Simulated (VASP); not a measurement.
**MgH2: relaxation of cell and atoms with PBE+D3(BJ)**

The system is MgH2.

```xyz
3
Lattice="0.0000 2.3746 2.3746 2.3746 0.0000 2.3746 2.3746 2.3746 0.0000" Properties=species:S:1:pos:R:3 pbc="T T T"
Mg    0.0000    0.0000    0.0000
H     1.1873    1.1873    1.1873
H     3.5619    3.5619    3.5619
```

```json
{
  "Program": "VASP 6.6.1",
  "Task": "relaxation of cell and atoms",
  "Functional": "PBE",
  "Dispersion": "D3(BJ)",
  "Potentials or basis": "VASP PAW PBE potentials, release 64 (Mg, H)",
  "Cutoff": "600 eV",
  "k mesh": "12 × 12 × 12",
  "Occupations": "gaussian, width 0.1 eV",
  "Spin": "no spin polarisation",
  "Dipole correction": "no",
  "Further INCAR settings": "ALGO = Normal; EDIFF = 1e-07; IBRION = 2; EDIFFG = -0.025; NSW = 90; ISIF = 3"
}
```

```
Relaxed volume                        : 8.53 Å³/atom
Relaxed cell                          : a = 3.307 Å, b = 3.307 Å, c = 3.307 Å, α = 60.00°, β = 60.00°, γ = 60.00°
Space group after relaxing (to 0.1 Å) : Fm-3m (No. 225)
Energy gained by relaxing             : 3.7 meV/atom
Ionic steps                           : 3
Pressure after relaxing               : -0.1 GPa
Band gap on the k mesh                : zero (bands 2 and 3 overlap by 1.40 eV)
Dispersion energy per atom            : -0.162 eV
```

Step by step:
| step | energy change (eV) | largest force (eV/Å) | pressure (GPa) | volume (Å³) |
| --- | --- | --- | --- | --- |
| 1 | 0.0000 | 0.0000 | -2.79 | 26.78 |
| 2 | -0.0081 | 0.0000 | -1.52 | 26.18 |
| 3 | -0.0112 | 0.0000 | -0.12 | 25.58 |

Final structure:
```
Mg H
1.0
     0.00000    2.33872    2.33872
     2.33872    0.00000    2.33872
     2.33872    2.33872    0.00000
Mg H
1 2
Cartesian
  0.0000 0.0000 0.0000
  1.1694 1.1694 1.1694
  3.5081 3.5081 3.5081
```

Levels at points of the mesh, in eV from the Fermi level:
| k point | band 1 | band 2 | band 3 | band 4 | band 5 |
| --- | --- | --- | --- | --- | --- |
| (0.00, 0.00, 0.00) | -10.31 | 1.01 | 9.53 | 9.53 | 9.53 |
| (0.50, 0.00, 0.00) | -5.90 | -5.82 | 6.96 | 7.70 | 9.20 |
| (0.50, 0.50, 0.00) | -5.91 | -2.43 | -0.40 | 4.86 | 4.86 |

It took 18 s on 1 thread of AMD EPYC 9R45 96-Core Processor (Zen 5), with other jobs on the host, peak memory 0.15 GiB.
